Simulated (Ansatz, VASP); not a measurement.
Two plane-wave programs on Co

```
Co
1.0
     2.53950    0.00000    0.00000
    -1.26975    2.19927    0.00000
     0.00000    0.00000   25.36748
Co
6
Direct
  0.66667 0.33333 0.29565
  0.33333 0.66667 0.37739
  0.00000 0.00000 0.45913
  0.66667 0.33333 0.54087
  0.33333 0.66667 0.62261
  0.00000 0.00000 0.70435
```

Alike in both runs: task single point; functional PBE; k mesh 12 × 12 × 1; occupations fermi-dirac, width 0.05 eV; no spin polarisation.

|  | VASP | Ansatz |
| --- | --- | --- |
| version | VASP 6.6.1 | Ansatz 0.2.0 |
| potentials or method | VASP PAW PBE potentials, release 64 (Co_sv) | Ansatz PAW |
| plane-wave cutoff (eV) | 510 | 420 |
| valence electrons in the cell | 102 | 102 |

```tsv
	VASP	Ansatz	Ansatz less VASP
gap on the k mesh at the Fermi level (eV)	none	none	-
rms of the force components (eV/Å)	0.355	0.353	-0.0015
```

Atom by atom the forces differ by 0.003 eV/Å (rms over components). A gap of «none» marks a metal or a gap that the smearing closes. With one functional, cell and mesh, what is left measures potentials, basis and numerics.
